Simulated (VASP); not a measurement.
The system is SnO2.

```
Sn O
1.0
     4.78800    0.00000    0.00000
     0.00000    4.86658    0.00000
     0.00000    0.00000    3.24090
Sn O
2 4
Direct
  0.50000 0.50000 0.50000
  0.00000 0.00000 0.00000
  0.29185 0.32104 0.00000
  0.79185 0.17896 0.50000
  0.20814 0.82104 0.50000
  0.70815 0.67896 0.00000
```

* Program: VASP 6.6.1
* Task: relaxation of cell and atoms
* Functional: PBEsol
* Dispersion: D3(BJ)
* Potentials or basis: VASP PAW PBE potentials, release 64 (Sn_d, O)
* Cutoff: 600 eV
* k mesh: 6 × 4 × 6
* Occupations: gaussian, width 0.01 eV
* Spin: no spin polarisation

At the start: pressure -8.3 GPa; volume 12.59 Å³/atom.

Q: Where does the relaxation end?

A: Over 23 steps the energy falls by 16.6 meV/atom and the volume is 12.04 Å³/atom (-4.4 %); space group Pnnm (No. 58, to 0.1 Å) before, P4_2/mnm (No. 136, to 0.1 Å).

Step by step:
```tsv
step	energy change (eV)	largest force (eV/Å)	pressure (GPa)	volume (Å³)
1	0.0000	0.1060	-8.26	75.52
2	0.0472	0.4150	12.19	68.64
3	-0.0880	0.1369	-0.18	72.32
4	-0.0880	0.1407	0.01	72.26
5	-0.0922	0.0433	0.13	72.06
6	-0.0922	0.0511	0.15	72.04
7	-0.0927	0.0450	-0.12	72.13
8	-0.0928	0.0418	-0.42	72.23
9	-0.0931	0.0410	-0.34	72.21
10	-0.0935	0.0517	-0.11	72.14
11	-0.0936	0.0997	0.34	72.01
12	-0.0937	0.0752	0.13	72.07
13	-0.0942	0.0675	0.15	72.07
14	-0.0955	0.0457	0.23	72.06
15	-0.0972	0.0248	0.36	72.04
16	-0.0980	0.1056	0.56	71.99
17	-0.0981	0.0798	0.51	72.00
18	-0.0988	0.0720	0.22	72.12
19	-0.0992	0.0576	-0.36	72.35
20	-0.0996	0.0203	-0.18	72.31
21	-0.0997	0.0095	-0.05	72.28
22	-0.0998	0.0080	0.00	72.26
23	-0.0998	0.0056	0.09	72.21
```

Final structure:
```cif
data_structure
_symmetry_space_group_name_H-M 'P 1'
_symmetry_Int_Tables_number 1
_cell_length_a 4.7434
_cell_length_b 4.7472
_cell_length_c 3.2068
_cell_angle_alpha 90.000
_cell_angle_beta 90.000
_cell_angle_gamma 90.000
_cell_volume 72.21
loop_
_atom_site_label
_atom_site_type_symbol
_atom_site_fract_x
_atom_site_fract_y
_atom_site_fract_z
_atom_site_occupancy
Sn1 Sn 0.50000 0.50000 0.50000 1
Sn2 Sn 0.00000 0.00000 0.00000 1
O1 O 0.30478 0.30730 0.00000 1
O2 O 0.80478 0.19270 0.50000 1
O3 O 0.19522 0.80730 0.50000 1
O4 O 0.69522 0.69270 0.00000 1
```

Caveat: the PAW data sets were made with another functional, which shifts forces and pressure a little.
